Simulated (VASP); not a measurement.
**Si8O15 (a cell with a defect): single point with PBE+D3(BJ)**

Si8O15 (a cell with a defect):

```
Si O
1.0
    -4.19290   -4.19290    0.00000
     4.19290   -4.19290    0.00000
     0.00000    0.00000    5.34080
Si O
8 15
Direct
  0.52234 0.50037 0.00036
  0.99559 0.50036 0.27909
  0.49636 0.50037 0.50036
  0.99559 0.50037 0.72162
  0.99866 0.00037 0.00036
  0.49794 0.00037 0.24890
  0.00125 0.00037 0.50036
  0.49795 0.00037 0.75182
  0.91022 0.50038 0.00035
  0.00267 0.19843 0.25559
  0.00267 0.80232 0.25560
  0.19950 0.50037 0.50036
  0.00267 0.19843 0.74512
  0.79463 0.50037 0.50035
  0.00267 0.80232 0.74512
  0.69422 0.00037 0.00036
  0.49692 0.68845 0.23964
  0.30316 0.00037 0.00036
  0.49692 0.31230 0.23964
  0.69113 0.00037 0.50036
  0.49693 0.68845 0.76107
  0.30834 0.00037 0.50036
  0.49693 0.31230 0.76107
```

```json
{"Program": "VASP 6.6.1", "Task": "single point", "Functional": "PBE", "Dispersion": "D3(BJ)", "Potentials or basis": "VASP PAW PBE potentials, release 64 (Si, O)", "Cutoff": "520 eV", "k mesh": "2 × 2 × 2", "Occupations": "gaussian, width 0.02 eV", "Spin": "no spin polarisation", "Dipole correction": "no", "Charge": "2", "Further INCAR settings": "LREAL = Auto; ALGO = Normal; EDIFF = 1e-06; NBANDS = 78; NELECT = 120.0"}
```

```
Largest force              : 3.107 eV/Å
Dispersion energy per atom : -0.236 eV
```

Forces in eV/Å, atoms in the order of the input:
```
Si  -0.792 -0.793  0.000
Si   0.059  0.058 -0.238
Si  -0.002 -0.002  0.000
Si   0.059  0.058  0.238
Si  -0.082 -0.083  0.000
Si  -0.060 -0.060 -0.025
Si  -0.150 -0.151  0.000
Si  -0.060 -0.060  0.025
O    2.197  2.197  0.000
O   -0.110 -0.233 -0.141
O   -0.234 -0.109 -0.141
O    0.011  0.011  0.000
O   -0.110 -0.233  0.141
O   -0.027 -0.026  0.000
O   -0.234 -0.109  0.141
O   -0.100 -0.102  0.000
O    0.008 -0.063  0.043
O   -0.044 -0.045  0.000
O   -0.063  0.008  0.043
O   -0.166 -0.165  0.000
O    0.008 -0.063 -0.043
O   -0.043 -0.043  0.000
O   -0.063  0.008 -0.043
```

Levels at points of the mesh, in eV from the Fermi level:
| k point | band 58 | band 59 | band 60 | band 61 | band 62 | band 63 |
| --- | --- | --- | --- | --- | --- | --- |
| (0.00, 0.00, 0.00) | -1.13 | -0.88 | -0.16 | 2.43 | 5.24 | 5.77 |
| (0.50, 0.00, 0.00) | -1.08 | -0.97 | -0.45 | 2.94 | 4.60 | 6.47 |
| (0.00, 0.50, 0.00) | -1.48 | -0.84 | -0.61 | 2.97 | 5.45 | 6.02 |
| (0.50, 0.50, 0.00) | -1.15 | -1.13 | -0.88 | 3.08 | 4.84 | 7.10 |
| (0.00, 0.00, 0.50) | -1.11 | -0.69 | -0.62 | 3.47 | 5.02 | 5.61 |
| (0.50, 0.00, 0.50) | -0.83 | -0.77 | -0.71 | 3.51 | 4.91 | 5.25 |
| (0.00, 0.50, 0.50) | -0.93 | -0.82 | -0.61 | 3.43 | 5.53 | 5.54 |
| (0.50, 0.50, 0.50) | -1.21 | -1.16 | -1.02 | 3.60 | 5.20 | 5.36 |

Wall time 6.9 min on 1 thread of AMD EPYC 7R13 (shared host), peak memory 0.28 GiB.

Caveat: the k points lie up to 0.59 Å⁻¹ apart; the cell carries a net charge on a neutralising background, which shifts energy and pressure; the cell is charged against a uniform background, so pressure and absolute levels hang on convention.
